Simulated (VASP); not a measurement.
A run of VASP 6.6.1 is set up as follows.

File POSCAR:

```
Ge
1.0
    0.0000000000      2.8652422472      2.8652422472
    2.8652422472      0.0000000000      2.8652422472
    2.8652422472      2.8652422472      0.0000000000
Ge
2
Direct
    0.0000000000      0.0000000000      0.0000000000
    0.2500000000      0.2500000000      0.2500000000
```

Contents of INCAR.step1:

```
ALGO = Normal
EDIFF = 1E-4
ENCUT = 520
GGA = PE
GGA_COMPAT = False
ISMEAR = -1
LASPH = True
LCHARG = False
LREAL = False
LSORBIT = True
LWAVE = True
MAGMOM = 0 0 0 0 0 0
NBANDS = 40
NELM = 150
PREC = Accurate
SIGMA = 0.02
```

INCAR.step2

```
ALGO = Normal
EDIFF = 1E-7
ENCUT = 520
GGA_COMPAT = False
ISIF = 2
ISMEAR = -1
ISTART = 1
LASPH = True
LCHARG = False
LMIXTAU = True
LORBIT = 11
LORBMOM = True
LREAL = False
LSORBIT = True
LWAVE = False
MAGMOM = 0 0 0 0 0 0
METAGGA = R2SCAN
NBANDS = 40
NELM = 150
PREC = Accurate
SIGMA = 0.02
```

The input KPOINTS:

```
k-points
0
Gamma
  8 8 8
```

Potentials or basis: VASP PAW PBE potentials, release 64 (Ge_d).

The run is started by

```console
$ cat potpaw_PBE.64/Ge_d/POTCAR > POTCAR
$ cp INCAR.step1 INCAR
$ mpirun -np 1 vasp_ncl > vasp.out
$ cp INCAR.step2 INCAR
$ mpirun -np 1 vasp_ncl > vasp.out
```

Problem. What does it give for the net moment?

Solution. 0.00 μB per cell.

Problem. Predict the pressure.

Solution. -1.8 GPa.

Moments on the atoms (μB; x, y, z):
```
Ge  0.00 0.00 0.00
Ge  0.00 0.00 0.00
```

Caveat: the cell differs from its parent crystal (strain +1.0%); the PAW data sets were made with another functional, which shifts forces and pressure a little.
